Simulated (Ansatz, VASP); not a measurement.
# Two plane-wave programs on KTaO3

Contents of POSCAR:

```
KTaO3
1.0
    4.0880075000      0.0000000000      0.0000000000
    0.0000000000      4.0880075000      0.0000000000
    0.0000000000      0.0000000000      4.0880075000
K Ta O
1 1 3
Direct
    0.5000000000      0.5000000000      0.5000000000
    0.0000000000      0.0000000000      0.0000000000
    0.5000000000      0.0000000000      0.0000000000
    0.0000000000      0.5000000000      0.0000000000
    0.0000000000      0.0000000000      0.5000000000
```

INCAR.step1

```
SYSTEM = KTaO3
  ALGO = Normal
  EDIFF = 1E-4
  ENCUT = 520
  GGA = PE
  ISMEAR = 0
  LASPH = .True.
  LCHARG = .False.
  LREAL = .False.
  LWAVE = .True.
  NBANDS = 27
  NELM = 100
  PREC = Accurate
  SIGMA = 0.05
```

INCAR.step2

```
SYSTEM = KTaO3
  ALGO = Normal
  EDIFF = 1E-7
  ENCUT = 520
  ISIF = 2
  ISMEAR = 0
  ISTART = 1
  LASPH = .True.
  LCHARG = .True.
  LELF = .True.
  LMIXTAU = .True.
  LREAL = .False.
  LVHAR = .True.
  LWAVE = .False.
  METAGGA = R2SCAN
  NBANDS = 27
  NELM = 100
  PREC = Accurate
  SIGMA = 0.05
```

Contents of KPOINTS:

```
k-points
0
Gamma
  6 6 6
  0 0 0
```

Input for Ansatz:

```yaml
crystal:
  lattice:
    - [4.0880075, 0.0, 0.0]
    - [0.0, 4.0880075, 0.0]
    - [0.0, 0.0, 4.0880075]
  atoms:
    - { symbol: K, position: [0.5, 0.5, 0.5] }
    - { symbol: Ta, position: [0.0, 0.0, 0.0] }
    - { symbol: O, position: [0.5, 0.0, 0.0] }
    - { symbol: O, position: [0.0, 0.5, 0.0] }
    - { symbol: O, position: [0.0, 0.0, 0.5] }
basis:
  ecutwfc: 500
kpoints:
  mp_grid: { grid: [6, 6, 6] }
hamiltonian:
  xc: r2scan
scf:
  occupations: { method: gaussian, width: 0.05 }
output:
  forces: true
  stress: true
  eigenvalues: true
```

Change from the starting cell: strain +0.025 along x and y, +0.025 along z, atoms carried along.

Alike in both runs: task single point; functional r2SCAN; k mesh 6 × 6 × 6; occupations gaussian, width 0.05 eV; no spin polarisation.

|  | VASP | Ansatz |
| --- | --- | --- |
| version | VASP 6.6.1 | Ansatz 0.2.0 |
| potentials or method | VASP PAW PBE potentials, release 64 (K_sv, Ta_pv, O), cutoff 520 eV | scalar-relativistic, plane waves, PAW |
| valence electrons in the cell | 38 | 40 |

Ansatz gave:

| Quantity | Value |
| --- | --- |
| gap on the k mesh at the Fermi level (eV) | 2.43 |
| least direct gap on the mesh (eV) | 3.09 |
| pressure (GPa) | -12.9 |

**Question.** Estimate VASP's values.

**Answer.** gap on the k mesh at the Fermi level (eV): 2.40; least direct gap on the mesh (eV): 3.07; pressure (GPa): -12.3.

VASP's potentials were made for PBE, not for r2SCAN. VASP's potentials hold 38 valence electrons a cell and Ansatz's 40, so a difference there can come from the potentials and not from the codes.

Neither program's run includes spin-orbit coupling.
